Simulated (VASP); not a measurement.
# Tl3S (I4/mmm) in VASP: single point with PBEsol

Aim: the single point of Tl3S with PBEsol.

Program: VASP 6.6.1. These are calculated values, not measurements. Logs are shortened: lines on timing, memory, paths and dates and some standing lists are left out, and cuts for length are marked.

### Step 1. The cell of the first run

Symmetry: I4/mmm, No. 139, tetragonal system. Conventional cell: a = 4.717 Å, b = 4.717 Å, c = 9.701 Å, α = 90.00°, β = 90.00°, γ = 90.00°. Tl (site symmetry -4m2) has 8 Tl at 3.34 to 3.38 Å and 4 S at 3.38 Å within 4.4 Å. Tl (site symmetry 4/mmm) has 4 S at 3.34 Å and 8 Tl at 3.38 Å within 4.4 Å. Within 4.4 Å of S (site symmetry 4/mmm) lie 12 Tl at 3.34 to 3.38 Å.

### Step 2. Single point, PBEsol (strained)

File INCAR:

```
ALGO = Normal
EDIFF = 1E-7
ENCUT = 520
GGA = PS
ISIF = 2
ISMEAR = 0
LASPH = True
LCHARG = False
LREAL = False
LWAVE = False
NBANDS = 30
NELM = 100
PREC = Accurate
SIGMA = 0.1
```

File KPOINTS:

```
k-points
0
Gamma
  12 12 12
```

File POSCAR:

```
Tl3S
1.0
   -2.3584460846      2.3584460846      4.8505870472
    2.3584460846     -2.3584460846      4.8505870472
    2.3584460846      2.3584460846     -4.8505870472
Tl S
3 1
Direct
    0.7500000000      0.2500000000      0.5000000000
    0.2500000000      0.7500000000      0.5000000000
    0.5000000000      0.5000000000      0.0000000000
    0.0000000000      0.0000000000      0.0000000000
```

Potentials or basis: VASP PAW PBE potentials, release 64 (Tl_d, S).

The run is started by

```bash
$ cat potpaw_PBE.64/Tl_d/POTCAR potpaw_PBE.64/S/POTCAR > POTCAR
$ mpirun -np 1 vasp_std > vasp.out
```

OUTCAR:

```text
EDIFF = 1E-7
   ENCUT = 520
   GGA = PS
   ISIF = 2
   ISMEAR = 0
   LASPH = True
   LREAL = False
   NELM = 100
   PREC = Accurate

 ion  position               nearest neighbor table
   1  0.750  0.250  0.500-   2 3.34   2 3.34   2 3.34   2 3.34   3 3.38   3 3.38   4 3.38   4 3.38
                             4 3.38   3 3.38   4 3.38   3 3.38
   2  0.250  0.750  0.500-   1 3.34   1 3.34   1 3.34   1 3.34   4 3.38   4 3.38   3 3.38   3 3.38
                             4 3.38   3 3.38   4 3.38   3 3.38
   3  0.500  0.500  0.000-   4 3.34   4 3.34   4 3.34   4 3.34   2 3.38   2 3.38   1 3.38   1 3.38
                             2 3.38   1 3.38   2 3.38   1 3.38
   4  0.000  0.000  0.000-   3 3.34   3 3.34   3 3.34   3 3.34   1 3.38   1 3.38   2 3.38   2 3.38
                             2 3.38   1 3.38   2 3.38   1 3.38

  LATTYP: Found a body centered tetragonal cell.
 ALAT       =     4.7168921692
 C/A-ratio  =     2.0566876974

  Lattice vectors:

 A1 = (  -2.3584460846,   2.3584460846,   4.8505870472)
 A2 = (   2.3584460846,  -2.3584460846,   4.8505870472)
 A3 = (   2.3584460846,   2.3584460846,  -4.8505870472)

Analysis of symmetry for initial positions (statically):
=====================================================================
 Subroutine PRICEL returns:
 Original cell was already a primitive cell.

 Routine SETGRP: Setting up the symmetry group for a
 body centered tetragonal supercell.

 Subroutine GETGRP returns: Found 16 space group operations
 (whereof 16 operations were pure point group operations)
 out of a pool of 16 trial point group operations.

The static configuration has the point symmetry D_4h.

Analysis of symmetry for dynamics (positions and initial velocities):
=====================================================================
 Subroutine PRICEL returns:
 Original cell was already a primitive cell.

 Routine SETGRP: Setting up the symmetry group for a
 body centered tetragonal supercell.

 Subroutine GETGRP returns: Found 16 space group operations
 (whereof 16 operations were pure point group operations)
 out of a pool of 16 trial point group operations.

The dynamic configuration has the point symmetry D_4h.

 Subroutine INISYM returns: Found 16 space group operations
 (whereof 16 operations are pure point group operations),
 and found     1 'primitive' translations

----------------------------------------------------------------------------------------

[... 97 lines left out ...]
   LREAL  =      F    real-space projection
   EDIFFG = 0.1E-05   stopping-criterion for IOM
   NSW    =      0    number of steps for IOM
   IBRION =     -1    ionic relax: 0-MD 1-quasi-New 2-CG
   NFREE  =      0    steps in history (QN), initial steepest desc. (CG)
   ISIF   =      2    stress and relaxation
   ISYM   =      2    0-nonsym 1-usesym 2-fastsym
   POTIM  = 0.5000    time-step for ionic-motion
   TEBEG  =    0.0;   TEEND  =   0.0 temperature during run
   PSTRESS=    0.0 pullay stress
   NELECT =      45.0000    total number of electrons
   NUPDOWN=      -1.0000    fix difference up-down
   EMIN   =  10.00;   EMAX   =-10.00  energy-range for DOS
   EFERMI =   0.00;   METHOD = LEGACY
   ISMEAR =     0;   SIGMA  =   0.10  broadening in eV -4-tet -1-fermi 0-gaus
   EFERMI_NEDOS =   21; number of points for ismear=-14 and -15
   IALGO  =     38    algorithm
   IMIX   =      4    mixing-type and parameters
     AMIX     =   0.40;   BMIX     =  1.00
     AMIX_MAG =   1.60;   BMIX_MAG =  1.00
  volume/ion in A,a.u.               =      26.98       182.07
  Fermi-wavevector in a.u.,A,eV,Ry     =   1.223048  2.311226 20.352235  1.495847
  Thomas-Fermi vector in A             =   2.358173
   LORBIT       =      0    0 simple, 1 ext, 2 COOP (PROOUT), +10 PAW based schemes
   GGA     = PS    functional components
   LHFCALC =     F    Hartree Fock is set to
   AEXX    =    0.0000 exact exchange contribution
   IVDW    =     0    specifies the selected vdW correction
   LEPSILON=     F    determine dielectric tensor
   LRPA    =     F    only Hartree local field effects (RPA)
 non-spin polarized calculation
 Gauss-broadening in eV      SIGMA  =   0.10
  energy-cutoff  :      520.00
  volume of cell :      107.92
 maximum number of plane-waves:      2924
 NGX is ok and might be reduce to    48
   NGX = 21   NGY = 21   NGZ = 21

 number of electron      45.0000000 magnetization

 Free energy of the ion-electron system (eV)
  ---------------------------------------------------
  ext. energy  EPLUGINS =         0.00000000
  ---------------------------------------------------
  free energy    TOTEN  =       -12.67229615 eV

  energy without entropy =      -12.66552359  energy(sigma->0) =      -12.66890987

 E-fermi :   5.7626     XC(G=0): -10.1897

 val. band max:        5.7418878925   @ k =   0.4167   0.0833   0.0000
 cond. band min:       5.7629948252   @ k =   0.0833  -0.0000   0.0000
 fundamental gap:      0.0211069327
 Fermi energy:         5.7626282976

 k-point     1 :       0.0000    0.0000    0.0000
  band No.  band energies     occupation
      1      -6.4419      2.00000
      2      -6.1078      2.00000
      3      -5.9043      2.00000
      4      -5.8993      2.00000
      5      -5.7637      2.00000
      6      -5.7637      2.00000
[... 781 lines left out ...]
     29      11.5726      0.00000
     30      12.6955      0.00000

 [... further k-points ...]

------------------------ aborting loop because EDIFF is reached ----------------------------------------

  FORCE on cell =-STRESS in cart. coord.  units (eV):
  Direction    XX          YY          ZZ          XY          YZ          ZX
  --------------------------------------------------------------------------------------
  -------------------------------------------------------------------------------------
  Total       -1.1568622     -1.1568622     -0.3545515      0.0000000      0.0000000      0.0000000
  in kB      -17.1745752    -17.1745752     -5.2636095      0.0000000      0.0000000      0.0000000
  external PRESSURE =     -13.2042533 kB  Pullay stress =       0.0000000 kB

 VOLUME and BASIS-vectors are now :
 -----------------------------------------------------------------------------
  energy-cutoff  :      520.00
  volume of cell :      107.92
      direct lattice vectors                 reciprocal lattice vectors
    -2.358446085  2.358446085  4.850587047     0.000000000  0.212003998  0.103080307
     2.358446085 -2.358446085  4.850587047     0.212003998  0.000000000  0.103080307
     2.358446085  2.358446085 -4.850587047     0.212003998  0.212003998  0.000000000

 POSITION                                       TOTAL-FORCE (eV/Angst)
 -----------------------------------------------------------------------------------
      0.00000      2.35845      2.42529         0.000000     -0.000000      0.000000
      2.35845      0.00000      2.42529         0.000000      0.000000      0.000000
      0.00000      0.00000      4.85059        -0.000000     -0.000000     -0.000000
      0.00000      0.00000      0.00000        -0.000000     -0.000000     -0.000000
 -----------------------------------------------------------------------------------
    total drift:                                0.000000     -0.000000      0.000000

  FREE ENERGIE OF THE ION-ELECTRON SYSTEM (eV)
  ---------------------------------------------------
  free  energy   TOTEN  =       -12.6722961459 eV

  energy  without entropy=      -12.6655235870  energy(sigma->0) =      -12.66890987
```

stdout:

```text
POSCAR found type information on POSCAR TlS
 POSCAR found :  2 types and       4 ions
 scaLAPACK will be used
 -----------------------------------------------------------------------------
|                                                                             |
|                                                                             |
|     You enforced a specific xc type in the INCAR file but a different       |
|     I HOPE YOU KNOW WHAT YOU ARE DOING!                                     |
|                                                                             |
 -----------------------------------------------------------------------------

 LDA part: xc-table for (Slater+PW92), standard interpolation
 POSCAR, INCAR and KPOINTS ok, starting setup
 FFT: planning ... GRIDC
 FFT: planning ... GRID_SOFT
 FFT: planning ... GRID
 WAVECAR not read
 entering main loop
```

It took 9.7 min on 1 thread of Intel Xeon Platinum 8259CL at 2.50GHz (Skylake/Cascade Lake), shared host; peak memory 0.62 GiB.

Results:

```
Free energy            : -12.6723 eV
Pressure               : -1.3 GPa
Band gap on the k mesh : zero (an odd number of electrons rules out a gap without spin polarisation)
```

Caveat: the cell differs from its parent crystal (strained); the PAW data sets were made with another functional, which shifts forces and pressure a little; spin-orbit coupling is left out, which moves the levels of the heavy elements.

The gap in the log of VASP goes by the Fermi energy; the results here count the filled bands.